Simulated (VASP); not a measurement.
# CuO (Cccm) in VASP: a series of runs

Runs on CuO. Level: PBEsol. Tasks: single point.

All numbers are computed with VASP 6.6.1; they aren't measurements. Logs are shortened: lines on timing, memory, paths and dates and some standing lists are left out, and cuts for length are marked.

**1. The cell of the first run**

Symmetry: Cccm, No. 66, orthorhombic system. Conventional cell: a = 3.982 Å, b = 4.307 Å, c = 5.156 Å, α = 90.00°, β = 90.00°, γ = 90.00°. Within 2.6 Å of Cu (site symmetry 2/m) lie 4 O at 1.95 Å. Within 2.6 Å of O (site symmetry 222) lie 4 Cu at 1.95 Å and 2 O at 2.58 Å.

**2. Single point, PBEsol**

Contents of INCAR:

```
SYSTEM = CuO
  ALGO = Normal
  EDIFF = 1E-6
  ENCUT = 520
  GGA = PS
  ISIF = 2
  ISMEAR = 0
  LASPH = .TRUE.
  LCHARG = .FALSE.
  LREAL = .FALSE.
  LWAVE = .FALSE.
  NBANDS = 25
  NELM = 60
  PREC = Accurate
  SIGMA = 0.1
```

Contents of KPOINTS:

```
Automatic mesh
0
Gamma
  12 12 8
  0.5 0.5 0.5
```

Contents of POSCAR:

```
CuO
1.0
    1.9909680000     -2.1535500000      0.0000000000
    1.9909680000      2.1535500000      0.0000000000
    0.0000000000      0.0000000000      5.1559280000
Cu O
2 2
Direct
    0.0000000000      0.5000000000      0.0000000000
    0.5000000000      0.0000000000      0.5000000000
    0.5000000000      0.5000000000      0.2500000000
    0.5000000000      0.5000000000      0.7500000000
```

Potentials or basis: VASP PAW PBE potentials, release 64 (Cu, O).

Run with:

```sh
$ cat potpaw_PBE.64/Cu/POTCAR potpaw_PBE.64/O/POTCAR > POTCAR
$ mpirun -np 1 vasp_std > vasp.out
```

OUTCAR:

```text
SYSTEM = CuO
   EDIFF = 1E-6
   ENCUT = 520
   GGA = PS
   ISIF = 2
   ISMEAR = 0
   LASPH = .TRUE.
   LREAL = .FALSE.
   NELM = 60
   PREC = Accurate

 ion  position               nearest neighbor table
   1  0.000  0.500  0.000-   3 1.95   4 1.95   3 1.95   4 1.95
   2  0.500  0.000  0.500-   3 1.95   4 1.95   3 1.95   4 1.95
   3  0.500  0.500  0.250-   1 1.95   2 1.95   2 1.95   1 1.95
   4  0.500  0.500  0.750-   1 1.95   2 1.95   2 1.95   1 1.95

  LATTYP: Found a base centered orthorhombic cell.
 ALAT       =     3.9819360000
 B/A-ratio  =     1.0816597755
 C/A-ratio  =     1.2948294498

  Lattice vectors:

 A1 = (   1.9909680000,  -2.1535500000,   0.0000000000)
 A2 = (   1.9909680000,   2.1535500000,   0.0000000000)
 A3 = (   0.0000000000,   0.0000000000,   5.1559280000)

Analysis of symmetry for initial positions (statically):
=====================================================================
 Subroutine PRICEL returns:
 Original cell was already a primitive cell.

 Routine SETGRP: Setting up the symmetry group for a
 base centered orthorhombic supercell.

 Subroutine GETGRP returns: Found  8 space group operations
 (whereof  4 operations were pure point group operations)
 out of a pool of  8 trial point group operations.

The static configuration has the point symmetry C_2h.
 The point group associated with its full space group is D_2h.

Analysis of symmetry for dynamics (positions and initial velocities):
=====================================================================
 Subroutine PRICEL returns:
 Original cell was already a primitive cell.

 Routine SETGRP: Setting up the symmetry group for a
 base centered orthorhombic supercell.

 Subroutine GETGRP returns: Found  8 space group operations
 (whereof  4 operations were pure point group operations)
 out of a pool of  8 trial point group operations.

The dynamic configuration has the point symmetry C_2h.
 The point group associated with its full space group is D_2h.

 Subroutine INISYM returns: Found  8 space group operations
 (whereof  4 operations are pure point group operations),
 and found     1 'primitive' translations

----------------------------------------------------------------------------------------

                                     Primitive cell

  volume of cell :      44.2136

  direct lattice vectors                    reciprocal lattice vectors
     1.990968000 -2.153550000  0.000000000     0.251134122 -0.232174781  0.000000000
     1.990968000  2.153550000  0.000000000     0.251134122  0.232174781  0.000000000
     0.000000000  0.000000000  5.155928000     0.000000000  0.000000000  0.193951506

  length of vectors
     2.932870809  2.932870809  5.155928000     0.342013854  0.342013854  0.193951506

  position of ions in fractional coordinates (direct lattice)
     0.000000000  0.500000000  0.000000000
     0.500000000  0.000000000  0.500000000
     0.500000000  0.500000000  0.250000000
     0.500000000  0.500000000  0.750000000

  ion indices of the primitive-cell ions
   primitive index   ion index
                 1           1
                 2           2
                 3           3
                 4           4

----------------------------------------------------------------------------------------

 KPOINTS: Automatic mesh

Automatic generation of k-mesh.
 Grid dimensions read from file:
 generate k-points for:   12   12    8

 Generating k-lattice:

  Cartesian coordinates                     Fractional coordinates (reciprocal lattice)
     0.020927843 -0.019347898  0.000000000     0.083333333  0.000000000  0.000000000
     0.020927843  0.019347898  0.000000000     0.000000000  0.083333333  0.000000000
     0.000000000  0.000000000  0.024243938     0.000000000  0.000000000  0.125000000

  Length of vectors
     0.028501154  0.028501154  0.024243938

  Shift w.r.t. Gamma in fractional coordinates (k-lattice)
     0.500000000  0.500000000  0.500000000

 Subroutine IBZKPT returns following result:
 ===========================================

 Found    168 irreducible k-points:

 Following reciprocal coordinates:
            Coordinates               Weight
  0.041667  0.041667  0.062500      4.000000
  0.125000  0.041667  0.062500      8.000000
  0.208333  0.041667  0.062500      8.000000
  0.291667  0.041667  0.062500      8.000000
  0.375000  0.041667  0.062500      8.000000
  0.458333  0.041667  0.062500      8.000000
[... 16 lines left out ...]
  0.208333  0.208333  0.062500      4.000000
  0.291667  0.208333  0.062500      8.000000
 [... further k-points ...]
   k-points           NKPTS =    168   k-points in BZ     NKDIM =    168   number of bands    NBANDS=     25
   number of dos      NEDOS =    301   number of ions     NIONS =      4
   total plane-waves  NPLWV =  23040
   dimension x,y,z NGX =    24 NGY =   24 NGZ =   40
   dimension x,y,z NGXF=    48 NGYF=   48 NGZF=   80
   ions per type =               2   2
   NGX,Y,Z   is equivalent  to a cutoff of  13.60, 13.60, 12.90 a.u.
   NGXF,Y,Z  is equivalent  to a cutoff of  27.21, 27.21, 25.79 a.u.
 SYSTEM =  CuO
   PREC   = accura    normal or accurate (medium, high low for compatibility)
   ISTART =      0    job   : 0-new  1-cont  2-samecut
   ICHARG =      2    charge: 1-file 2-atom 10-const
   ISPIN  =      1    spin polarized calculation?
   LNONCOLLINEAR =      F non collinear calculations
   LSORBIT =      F    spin-orbit coupling
   LASPH  =      T    aspherical Exc in radial PAW
   ENCUT  =  520.0 eV  38.22 Ry    6.18 a.u.   5.45  5.45  9.59*2*pi/ulx,y,z
   NELM   =     60;   NELMIN=  2; NELMDL= -5     # of ELM steps
   EDIFF  = 0.1E-05   stopping-criterion for ELM
   LREAL  =      F    real-space projection
   EDIFFG = 0.1E-04   stopping-criterion for IOM
   NSW    =      0    number of steps for IOM
   IBRION =     -1    ionic relax: 0-MD 1-quasi-New 2-CG
   NFREE  =      0    steps in history (QN), initial steepest desc. (CG)
   ISIF   =      2    stress and relaxation
   ISYM   =      2    0-nonsym 1-usesym 2-fastsym
   POTIM  = 0.5000    time-step for ionic-motion
   TEBEG  =    0.0;   TEEND  =   0.0 temperature during run
   PSTRESS=    0.0 pullay stress
   NELECT =      34.0000    total number of electrons
   NUPDOWN=      -1.0000    fix difference up-down
   EMIN   =  10.00;   EMAX   =-10.00  energy-range for DOS
   EFERMI =   0.00;   METHOD = LEGACY
   ISMEAR =     0;   SIGMA  =   0.10  broadening in eV -4-tet -1-fermi 0-gaus
   EFERMI_NEDOS =   21; number of points for ismear=-14 and -15
   IALGO  =     38    algorithm
   IMIX   =      4    mixing-type and parameters
     AMIX     =   0.40;   BMIX     =  1.00
     AMIX_MAG =   1.60;   BMIX_MAG =  1.00
  volume/ion in A,a.u.               =      11.05        74.59
  Fermi-wavevector in a.u.,A,eV,Ry     =   1.499854  2.834314 30.607167  2.249563
  Thomas-Fermi vector in A             =   2.611430
   LORBIT       =      0    0 simple, 1 ext, 2 COOP (PROOUT), +10 PAW based schemes
   GGA     = PS    functional components
   LHFCALC =     F    Hartree Fock is set to
   AEXX    =    0.0000 exact exchange contribution
   IVDW    =     0    specifies the selected vdW correction
   LEPSILON=     F    determine dielectric tensor
   LRPA    =     F    only Hartree local field effects (RPA)
 non-spin polarized calculation
 Gauss-broadening in eV      SIGMA  =   0.10
  energy-cutoff  :      520.00
  volume of cell :       44.21
 maximum number of plane-waves:      1208
 NGX is ok and might be reduce to    24
   NGX = 11   NGY = 11   NGZ = 19

 number of electron      33.9999999 magnetization

 Free energy of the ion-electron system (eV)
  ---------------------------------------------------
  ext. energy  EPLUGINS =         0.00000000
  ---------------------------------------------------
  free energy    TOTEN  =       -21.45747439 eV

  energy without entropy =      -21.44810582  energy(sigma->0) =      -21.45279011

 E-fermi :   4.7440     XC(G=0): -11.6083

 val. band max:        4.7356877198   @ k =  -0.2917   0.2917   0.3125
 cond. band min:       4.7472067995   @ k =  -0.1250   0.1250   0.3125
 fundamental gap:      0.0115190797
 Fermi energy:         4.7439537104

 k-point     1 :       0.0417    0.0417    0.0625
  band No.  band energies     occupation
      1     -14.9532      2.00000
      2     -13.6632      2.00000
      3      -3.3521      2.00000
      4      -0.7743      2.00000
      5      -0.6078      2.00000
      6       0.7996      2.00000
[... 17 lines left out ...]
     24      19.3420      0.00000
     25      19.4276      0.00000

 k-point     2 :       0.1250    0.0417    0.0625
  band No.  band energies     occupation
      1     -14.8790      2.00000
      2     -13.6392      2.00000
      3      -3.2252      2.00000
      4      -0.8137      2.00000
      5      -0.6118      2.00000
      6       0.1900      2.00000
[... 17 lines left out ...]
     24      19.3255      0.00000
     25      19.5713      0.00000

 k-point     3 :       0.2083    0.0417    0.0625
  band No.  band energies     occupation
      1     -14.7481      2.00000
      2     -13.5979      2.00000
      3      -2.9984      2.00000
      4      -0.8870      2.00000
      5      -0.6259      2.00000
      6      -0.5782      2.00000
[... 17 lines left out ...]
     24      19.1266      0.00000
     25      19.4399      0.00000

 k-point     4 :       0.2917    0.0417    0.0625
  band No.  band energies     occupation
      1     -14.5910      2.00000
      2     -13.5500      2.00000
      3      -2.7215      2.00000
      4      -1.4118      2.00000
      5      -0.9212      2.00000
      6      -0.5229      2.00000
[... 17 lines left out ...]
     24      18.8607      0.00000
     25      19.1540      0.00000

 k-point     5 :       0.3750    0.0417    0.0625
  band No.  band energies     occupation
      1     -14.4491      2.00000
      2     -13.5082      2.00000
      3      -2.4672      2.00000
      4      -2.0023      2.00000
      5      -0.9129      2.00000
      6      -0.4700      2.00000
[... 17 lines left out ...]
     24      18.1151      0.00000
     25      19.0699      0.00000

 k-point     6 :       0.4583    0.0417    0.0625
  band No.  band energies     occupation
      1     -14.3654      2.00000
      2     -13.4841      2.00000
      3      -2.3556      2.00000
      4      -2.2772      2.00000
      5      -0.8705      2.00000
      6      -0.4411      2.00000
[... 17 lines left out ...]
     24      17.4186      0.00000
     25      19.0959      0.00000
[... 393 lines left out ...]
 k-point    21 :      -0.2083    0.1250    0.0625
  band No.  band energies     occupation
      1     -14.6892      2.00000
      2     -13.5833      2.00000
      3      -2.8874      2.00000
      4      -0.7942      2.00000
      5      -0.6556      2.00000
      6      -0.5176      2.00000
[... 17 lines left out ...]
     24      17.8871      0.00000
     25      19.8670      0.00000

 k-point    22 :      -0.1250    0.1250    0.0625
  band No.  band energies     occupation
      1     -14.8151      2.00000
      2     -13.6212      2.00000
      3      -3.1109      2.00000
      4      -0.7455      2.00000
      5      -0.6749      2.00000
      6       0.1836      2.00000
[... 17 lines left out ...]
     24      18.0893      0.00000
     25      19.8095      0.00000

 k-point    23 :       0.2083    0.2083    0.0625
  band No.  band energies     occupation
      1     -14.5442      2.00000
      2     -13.5358      2.00000
      3      -2.6318      2.00000
      4      -0.9377      2.00000
      5      -0.7035      2.00000
      6      -0.6141      2.00000
[... 17 lines left out ...]
     24      16.1278      0.00000
     25      19.5955      0.00000

 k-point    24 :       0.2917    0.2083    0.0625
  band No.  band energies     occupation
      1     -14.3929      2.00000
      2     -13.4932      2.00000
      3      -2.3484      2.00000
      4      -1.3300      2.00000
      5      -0.9018      2.00000
      6      -0.5772      2.00000
[... 17 lines left out ...]
     24      16.2823      0.00000
     25      19.4638      0.00000

 [... further k-points ...]
[... 5 lines left out ...]
  --------------------------------------------------------------------------------------
  -------------------------------------------------------------------------------------
  Total       -1.1283856     -1.5279472     -1.8273960      0.0000000      0.0000000      0.0000000
  in kB      -40.8895232    -55.3685122    -66.2196945      0.0000000      0.0000000      0.0000000
  external PRESSURE =     -54.1592433 kB  Pullay stress =       0.0000000 kB

 VOLUME and BASIS-vectors are now :
 -----------------------------------------------------------------------------
  energy-cutoff  :      520.00
  volume of cell :       44.21
      direct lattice vectors                 reciprocal lattice vectors
     1.990968000 -2.153550000  0.000000000     0.251134122 -0.232174781  0.000000000
     1.990968000  2.153550000  0.000000000     0.251134122  0.232174781  0.000000000
     0.000000000  0.000000000  5.155928000     0.000000000  0.000000000  0.193951506

 POSITION                                       TOTAL-FORCE (eV/Angst)
 -----------------------------------------------------------------------------------
      0.99548      1.07678      0.00000         0.000000     -0.000000      0.000000
      0.99548     -1.07678      2.57796        -0.000000     -0.000000      0.000000
      1.99097      0.00000      1.28898         0.000000      0.000000      0.000000
      1.99097      0.00000      3.86695         0.000000      0.000000     -0.000000
 -----------------------------------------------------------------------------------
    total drift:                                0.000000     -0.000000     -0.000000

  FREE ENERGIE OF THE ION-ELECTRON SYSTEM (eV)
  ---------------------------------------------------
  free  energy   TOTEN  =       -21.4574743937 eV

  energy  without entropy=      -21.4481058210  energy(sigma->0) =      -21.45279011
```

Wall time 5.2 min (1 thread of AMD EPYC 7R13, shared host); peak memory 0.25 GiB.

What came out:

* Free energy: -21.4575 eV
* Pressure: -5.4 GPa
* Band gap on the k mesh: zero (band 17 reaches 5.29 eV, above the bottom of band 18 at 4.39 eV)

Levels at points of the mesh, in eV from the Fermi level:
```
           k point  band 15  band 16  band 17  band 18  band 19  band 20
(0.04, 0.04, 0.06)    -2.28    -1.88     0.51     0.72     1.55     5.96
```

Caveat: the PAW data sets were made with another functional, which shifts forces and pressure a little; semilocal functionals often make such compounds metallic where correlation or magnetic order opens a gap, which also shifts bond lengths.

**3. Single point, PBEsol**

Contents of INCAR:

```
  ALGO = Normal
  EDIFF = 1E-7
  ENCUT = 520
  GGA = PS
  ISIF = 2
  ISMEAR = 0
  LASPH = True
  LCHARG = False
  LREAL = False
  LWAVE = False
  NBANDS = 25
  NELM = 100
  PREC = Accurate
  SIGMA = 0.1
```

Contents of KPOINTS:

```
k-points
0
Gamma
  1 1 1
```

POSCAR is that of step 2.

Potentials or basis: VASP PAW PBE potentials, release 64 (Cu, O).

Run with:

```sh
$ cat potpaw_PBE.64/Cu/POTCAR potpaw_PBE.64/O/POTCAR > POTCAR
$ mpirun -np 1 vasp_gam > vasp.out
```

Run time: 5.8 s. Hardware: 1 thread of Intel Xeon Platinum 8559C (Emerald Rapids), shared host; peak memory 0.14 GiB.

Results (log left out):

```yaml
Free_energy: -17.7467 eV
Pressure: -5.5 GPa
Band_gap_on_the_k_mesh: 0.05 eV
```

Stress tensor (GPa, compression positive):
```
-14.63   0.00   0.00
  0.00 -17.50   0.00
  0.00   0.00  15.70
```

Levels at points of the mesh, in eV from the valence-band top:
| k point | band 15 | band 16 | band 17 | band 18 | band 19 | band 20 |
| --- | --- | --- | --- | --- | --- | --- |
| (0.00, 0.00, 0.00) | -3.08 | -2.65 | 0.00 | 0.05 | 0.42 | 5.29 |

Caveat: the k points lie up to 2.15 Å⁻¹ apart; the PAW data sets were made with another functional, which shifts forces and pressure a little. A k mesh can miss the band edges.
